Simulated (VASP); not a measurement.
SrTiO3, 5 atoms in the cell. Symmetry: R-3m, No. 166, trigonal system. Conventional cell: a = 5.550 Å, b = 5.550 Å, c = 6.696 Å, α = 90.00°, β = 90.00°, γ = 120.00°. Sr (site symmetry -3m) has 12 O at 2.75 to 2.78 Å and 8 Ti at 3.35 to 3.39 Å within 3.6 Å. Ti (site symmetry -3m) has 6 O at 1.95 Å within 2.6 Å. O (site symmetry 2/m) has 2 Ti at 1.95 Å within 2.6 Å.  This cell differs from its parent crystal: equal xy, yz and zx shear strains of -1 %.

| Item | Value |
| --- | --- |
| Program | VASP 6.6.1 |
| Task | single point |
| Functional | PBEsol |
| Potentials or basis | VASP PAW PBE potentials, release 64 (Sr_sv, Ti_sv, O) |
| Cutoff | 520 eV |
| k mesh | 7 × 7 × 7 |
| Occupations | fermi-dirac, width 0.05 eV |
| Spin | no spin polarisation |
| Dipole correction | no |
| Further INCAR settings | ALGO = Normal; EDIFF = 1e-07; NBANDS = 28 |

Potentials or basis: VASP PAW PBE potentials, release 64 (Sr_sv, Ti_sv, O).

Command:

```console
$ cat potpaw_PBE.64/Sr_sv/POTCAR potpaw_PBE.64/Ti_sv/POTCAR potpaw_PBE.64/O/POTCAR > POTCAR
$ mpirun -np 1 vasp_std > vasp.out
```

Hardware: 1 thread of Intel Xeon 8259CL, on a shared host.

Question: Estimate the wall time of this run.

Answer: Run time: 2.3 min on 1 thread of Intel Xeon 8259CL, on a shared host, peak memory 0.22 GiB. Counts: scf iterations 18, k points 44.
